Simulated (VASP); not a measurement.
# SiC (Cm) in VASP: notebook, part 2 of 2

VASP 6.6.1. Earlier steps stand in the parts before.

## 3. Single point, PBEsol (mode 4 frozen in at -0.048 Å and mode 5 at -0.048 Å (largest displacements))

INCAR

```
SYSTEM = SiC
PREC = Accurate
ENCUT = 520
EDIFF = 1E-6
ISMEAR = 0
SIGMA = 0.05
LREAL = .FALSE.
LASPH = .TRUE.
NELM = 60
ALGO = Normal
ISIF = 2
LWAVE = .FALSE.
LCHARG = .FALSE.
GGA = PS
NBANDS = 11
```

KPOINTS

```
Automatic mesh
0
G
  10 10 10
  0 0 0
```

POSCAR

```
SiC
1.0
    0.0000000000      2.1783895848      2.1783895848
    2.1783895848      0.0000000000      2.1783895848
    2.1783895848      2.1783895848      0.0000000000
Si C
1 1
Direct
    0.0000000000      0.0094234607      0.0000000000
    0.7500000000      0.7279653739      0.7500000000
```

Potentials or basis: VASP PAW PBE potentials, release 64 (Si, C).

Command:

```bash
$ cat potpaw_PBE.64/Si/POTCAR potpaw_PBE.64/C/POTCAR > POTCAR
$ mpirun -np 1 vasp_std > vasp.out
```

OUTCAR:

```text
SYSTEM = SiC
   PREC = Accurate
   ENCUT = 520
   EDIFF = 1E-6
   ISMEAR = 0
   LREAL = .FALSE.
   LASPH = .TRUE.
   NELM = 60
   ISIF = 2
   GGA = PS

 ion  position               nearest neighbor table
   1  0.000  0.009  0.000-   2 1.81   2 1.89   2 1.89   2 1.97
   2  0.750  0.728  0.750-   1 1.81   1 1.89   1 1.89   1 1.97

  LATTYP: Found a face centered cubic cell.
 ALAT       =     4.3567791696

  Lattice vectors:

 A1 = (   0.0000000000,   2.1783895848,   2.1783895848)
 A2 = (   2.1783895848,   0.0000000000,   2.1783895848)
 A3 = (   2.1783895848,   2.1783895848,   0.0000000000)

Analysis of symmetry for initial positions (statically):
=====================================================================
 Subroutine PRICEL returns:
 Original cell was already a primitive cell.

 Routine SETGRP: Setting up the symmetry group for a
 face centered cubic supercell.

 Subroutine GETGRP returns: Found  2 space group operations
 (whereof  2 operations were pure point group operations)
 out of a pool of 48 trial point group operations.

The static configuration has the point symmetry C_1h.

Analysis of symmetry for dynamics (positions and initial velocities):
[... 166 lines left out ...]
 k-point     1 :       0.0000    0.0000    0.0000
  band No.  band energies     occupation
      1      -7.3714      2.00000
      2       7.5900      2.00000
      3       8.0684      2.00000
      4       8.4952      2.00000
      5      14.2181      0.00000
      6      15.1719      0.00000
      7      15.2863      0.00000
      8      15.5362      0.00000
      9      22.5044      0.00000
     10      22.5080      0.00000
     11      24.2841      0.00000
[... 309 lines left out ...]
 k-point    24 :       0.2000    0.2000    0.1000
  band No.  band energies     occupation
      1      -6.6608      2.00000
      2       5.8442      2.00000
      3       6.8754      2.00000
      4       7.4330      2.00000
      5      14.0860      0.00000
      6      15.4567      0.00000
      7      16.4667      0.00000
      8      16.7222      0.00000
      9      19.5064      0.00000
     10      22.6755      0.00000
     11      24.5373      0.00000

 [... further k-points ...]
[... 5 lines left out ...]
  --------------------------------------------------------------------------------------
  -------------------------------------------------------------------------------------
  Total        0.1517899      0.2689594      0.1517899     -0.6037499     -0.6037499      0.1817252
  in kB       11.7629675     20.8430181     11.7629675    -46.7876221    -46.7876222     14.0828045
  external PRESSURE =      14.7896510 kB  Pullay stress =       0.0000000 kB

 VOLUME and BASIS-vectors are now :
 -----------------------------------------------------------------------------
  energy-cutoff  :      520.00
  volume of cell :       20.67
      direct lattice vectors                 reciprocal lattice vectors
     0.000000000  2.178389585  2.178389585    -0.229527355  0.229527355  0.229527355
     2.178389585  0.000000000  2.178389585     0.229527355 -0.229527355  0.229527355
     2.178389585  2.178389585  0.000000000     0.229527355  0.229527355 -0.229527355

 POSITION                                       TOTAL-FORCE (eV/Angst)
 -----------------------------------------------------------------------------------
      0.02053      0.00000      0.02053        -1.325986      0.326969     -1.325986
      3.21958      3.26758      3.21958         1.325986     -0.326969      1.325986
 -----------------------------------------------------------------------------------
    total drift:                                0.000064     -0.000010      0.000064

  FREE ENERGIE OF THE ION-ELECTRON SYSTEM (eV)
  ---------------------------------------------------
  free  energy   TOTEN  =       -15.8244319537 eV

  energy  without entropy=      -15.8244319537  energy(sigma->0) =      -15.82443195
```

stdout:

```text
POSCAR found type information on POSCAR SiC
 POSCAR found :  2 types and       2 ions
 scaLAPACK will be used
 -----------------------------------------------------------------------------
|                                                                             |
|                                                                             |
|     You enforced a specific xc type in the INCAR file but a different       |
|     I HOPE YOU KNOW WHAT YOU ARE DOING!                                     |
|                                                                             |
 -----------------------------------------------------------------------------

 LDA part: xc-table for (Slater+PW92), standard interpolation
 POSCAR, INCAR and KPOINTS ok, starting setup
 FFT: planning ... GRIDC
 FFT: planning ... GRID_SOFT
 FFT: planning ... GRID
 WAVECAR not read
 entering main loop
```

Wall time 99 s (1 thread of AMD EPYC 7R43 (Zen 3), shared host); peak memory 0.14 GiB.

Results:

* Free energy: -15.8244 eV
* Pressure: 1.5 GPa
* Largest force: 1.904 eV/Å
* Band gap on the k mesh: 0.78 eV, indirect (least direct gap 4.25 eV)

Forces on the atoms (eV/Å):
```
Si  -1.326  0.327 -1.326
C    1.326 -0.327  1.326
```

Levels at points of the mesh, in eV from the valence-band top:
```tsv
k point	band 1	band 2	band 3	band 4	band 5	band 6	band 7	band 8
(0.00, 0.00, 0.00)	-15.87	-0.91	-0.43	0.00	5.72	6.68	6.79	7.04
(0.50, 0.00, 0.00)	-12.27	-9.03	-1.85	-1.12	4.89	6.29	7.15	9.48
(0.00, 0.50, 0.00)	-12.15	-9.31	-1.56	-1.16	4.92	6.60	7.09	9.44
(0.50, 0.50, 0.50)	-12.37	-8.77	-1.84	-1.40	4.95	6.33	6.84	9.48
(0.50, 0.50, 0.00)	-10.81	-8.26	-3.81	-3.47	0.78	3.75	13.51	13.57
(0.50, 0.00, 0.50)	-10.81	-8.29	-3.64	-3.59	0.78	3.72	13.54	13.56
```

Caveat: the cell differs from its parent crystal (mode 4 frozen in at -0.048 Å and mode 5 at -0.048 Å (largest displacements)); the PAW data sets were made with another functional, which shifts forces and pressure a little. A k mesh can miss the band edges.

## 4. Single point, PBEsol (mode 4 frozen in at -0.024 Å and mode 5 at -0.024 Å (largest displacements))

INCAR

```
SYSTEM = SiC
  PREC = Accurate
  ENCUT = 520
  EDIFF = 1E-7
  ISMEAR = 0
  SIGMA = 0.05
  LREAL = .False.
  LASPH = .True.
  NELM = 60
  ALGO = Normal
  ISIF = 2
  LWAVE = .False.
  LCHARG = .False.
  GGA = PS
  NBANDS = 11
```

KPOINTS

```
regular mesh
0
Gamma
  10 10 10
  0 0 0
```

POSCAR

```
SiC
1.0
    0.0000000000      2.1783895848      2.1783895848
    2.1783895848      0.0000000000      2.1783895848
    2.1783895848      2.1783895848      0.0000000000
Si C
1 1
Direct
    0.0000000000      0.0047117304      0.0000000000
    0.7500000000      0.7389826870      0.7500000000
```

Command:

```bash
$ cat potpaw_PBE.64/Si/POTCAR potpaw_PBE.64/C/POTCAR > POTCAR
$ mpirun -np 1 vasp_std > vasp.out
```

Run time: 96 s. Hardware: 1 thread of AMD EPYC 7R43 (Zen 3), shared host; peak memory 0.14 GiB.

Results (log left out):

```
Free energy            : -15.8924 eV
Pressure               : 0.6 GPa
Largest force          : 0.936 eV/Å
Band gap on the k mesh : 1.00 eV, indirect (least direct gap 4.35 eV)
```

Forces in eV/Å, atoms in the order of the input:
```
Si  -0.659  0.081 -0.659
C    0.659 -0.081  0.659
```

Stress tensor (GPa, compression positive):
```
 0.56 -2.30  0.35
-2.30  0.79 -2.30
 0.35 -2.30  0.56
```

Levels at points of the mesh, in eV from the valence-band top:
| k point | band 2 | band 3 | band 4 | band 5 | band 6 | band 7 |
| --- | --- | --- | --- | --- | --- | --- |
| (0.00, 0.00, 0.00) | -0.46 | -0.22 | 0.00 | 5.96 | 6.94 | 7.02 |
| (0.50, 0.00, 0.00) | -8.83 | -1.46 | -1.09 | 5.14 | 6.70 | 7.14 |
| (0.00, 0.50, 0.00) | -8.96 | -1.32 | -1.11 | 5.15 | 6.86 | 7.11 |
| (0.50, 0.50, 0.50) | -8.69 | -1.46 | -1.24 | 5.16 | 6.73 | 6.98 |
| (0.50, 0.50, 0.00) | -8.06 | -3.52 | -3.35 | 1.01 | 3.97 | 13.74 |
| (0.50, 0.00, 0.50) | -8.06 | -3.43 | -3.42 | 1.00 | 3.97 | 13.75 |

Caveat: the cell differs from its parent crystal (mode 4 frozen in at -0.024 Å and mode 5 at -0.024 Å (largest displacements)); the PAW data sets were made with another functional, which shifts forces and pressure a little. A k mesh can miss the band edges.
